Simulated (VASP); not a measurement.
A run of VASP 6.6.1 is set up as follows.

The input POSCAR:

```
Ti3C2
1.0
    3.1168810678      0.0000000000      0.0000000000
   -1.5584405339      2.6993047886      0.0000000000
    0.0000000000      0.0000000000     15.3650161854
Ti C
6 4
Direct
    0.3333333333      0.6666666667      0.8438800000
    0.6666666667      0.3333333333      0.3438800000
    0.6666666667      0.3333333333      0.1561200000
    0.3333333333      0.6666666667      0.6561200000
    0.0000000000      0.0000000000      0.0000000000
    0.0000000000      0.0000000000      0.5000000000
    0.6666666667      0.3333333333      0.9141000000
    0.3333333333      0.6666666667      0.4141000000
    0.6666666667      0.3333333333      0.5859000000
    0.3333333333      0.6666666667      0.0859000000
```

Contents of INCAR.step1:

```
SYSTEM = Ti3C2
PREC = Accurate
ENCUT = 520
ISMEAR = -1
SIGMA = 0.1
LREAL = .FALSE.
LASPH = .TRUE.
NELM = 100
NBANDS = 55
GGA = PE
ALGO = Normal
EDIFF = 1E-4
LWAVE = .TRUE.
LCHARG = .FALSE.
```

The input INCAR.step2:

```
SYSTEM = Ti3C2
PREC = Accurate
ENCUT = 520
EDIFF = 1E-6
ISMEAR = -1
SIGMA = 0.1
LREAL = .FALSE.
LASPH = .TRUE.
NELM = 100
ALGO = Normal
ISIF = 2
LWAVE = .FALSE.
LCHARG = .FALSE.
METAGGA = R2SCAN
LMIXTAU = .TRUE.
NBANDS = 55
ISTART = 1
```

The input KPOINTS:

```
regular mesh
0
G
  10 10 2
  0 0 0
```

Potentials or basis: VASP PAW PBE potentials, release 64 (Ti_sv, C).

Command:

```sh
$ cat potpaw_PBE.64/Ti_sv/POTCAR potpaw_PBE.64/C/POTCAR > POTCAR
$ cp INCAR.step1 INCAR
$ mpirun -np 1 vasp_std > vasp.out
$ cp INCAR.step2 INCAR
$ mpirun -np 1 vasp_std > vasp.out
```

(1) Estimate the pressure.

(2) What does it give for the largest force?

(3) Estimate the band gap on the k mesh.

Answers

(1) -8.6 GPa.

(2) 0.624 eV/Å.

(3) zero (bands 44 and 45 overlap by 0.62 eV).

Caveat: the cell stands under tension; the PAW data sets were made with another functional, which shifts forces and pressure a little.
